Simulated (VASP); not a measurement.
Wanted: the native input for a VASP 6.6.1 run.

```
Task                   : single point
Functional             : PBE
Potentials or basis    : VASP PAW PBE potentials, release 64 (Rb_sv, Dy_3, C), 4f in core
Cutoff                 : 600 eV
k mesh                 : 12 × 12 × 4
Occupations            : gaussian, width 0.1 eV
Spin                   : no spin polarisation
Dipole correction      : no
Further INCAR settings : ALGO = Normal; EDIFF = 1e-06; NBANDS = 34
```

The structure of RbDy4C lies in POSCAR:

```
RbDy4C
1.0
    4.6670799046      0.0000000000      0.0000000000
   -2.3335399523      4.0418097588      0.0000000000
    0.0000000000      0.0000000000     13.1073506328
Rb Dy C
1 4 1
Direct
    0.0000000000      0.0000000000      0.5000000000
    0.3333333333      0.6666666667      0.0000000000
    0.6666666667      0.3333333333      0.0000000000
    0.0000000000      0.0000000000      0.1712962221
    0.0000000000      0.0000000000      0.8287037779
    0.0000000000      0.0000000000      0.0000000000
```

The cell was generated, and may not be a known phase.

The input as run:

INCAR

```
PREC = Accurate
ENCUT = 600
EDIFF = 1E-6
ISMEAR = 0
SIGMA = 0.1
LREAL = False
LASPH = True
NELM = 200
ALGO = Normal
ISIF = 2
LWAVE = False
LCHARG = False
GGA = PE
NBANDS = 34
GGA_COMPAT = False
LMAXMIX = 6
```

KPOINTS

```
regular mesh
0
Gamma
  12 12 4
```

Potentials or basis: VASP PAW PBE potentials, release 64 (Rb_sv, Dy_3, C), 4f in core.

Run with:

```console
$ cat potpaw_PBE.64/Rb_sv/POTCAR potpaw_PBE.64/Dy_3/POTCAR potpaw_PBE.64/C/POTCAR > POTCAR
$ mpirun -np 1 vasp_std > vasp.out
```

Results of the run:

```
Pressure               : 0.3 GPa
Largest force          : 0.151 eV/Å
Band gap on the k mesh : zero (an odd number of electrons rules out a gap without spin polarisation)
```

Caveat: spin-orbit coupling is left out, which moves the levels of the heavy elements; the 4f electrons are frozen in the core, so they carry no moment and show no levels.

Run time: 15 min on 1 thread of Intel(R) Xeon(R) Platinum 8259CL CPU @ 2.50GHz (Skylake/Cascade Lake), with other jobs on the host, peak memory 0.8 GiB.
